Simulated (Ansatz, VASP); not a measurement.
# One calculation of ZnO, two programs

```
CELL_PARAMETERS angstrom
0.00000 2.15255 2.15255
2.15255 0.00000 2.15255
2.15255 2.15255 0.00000
ATOMIC_POSITIONS crystal
Zn 0.00000 0.00000 0.00000
O 0.50000 0.50000 0.50000
```

Change from the starting cell: hydrostatic strain +0.9%.

Alike in both runs: task single point; functional r2SCAN; k mesh 10 × 10 × 10; no spin polarisation.

|  | VASP | Ansatz |
| --- | --- | --- |
| version | VASP 6.6.1 | Ansatz 0.2.0 |
| potentials or method | VASP PAW PBE potentials, release 64 (Zn, O_h) | plane waves, PAW |
| plane-wave cutoff (eV) | 910 | 500 |
| occupations | gaussian, width 0.01 eV | fixed |
| valence electrons in the cell | 18 | 18 |

|  | VASP | Ansatz | Ansatz less VASP |
| --- | --- | --- | --- |
| gap on the k mesh at the Fermi level (eV) | 1.42 | 1.44 | +0.017 |

VASP's potentials were made for PBE, not for r2SCAN.

Noted on VASP's run: the cutoff is short for stress, so the pressure is rough.
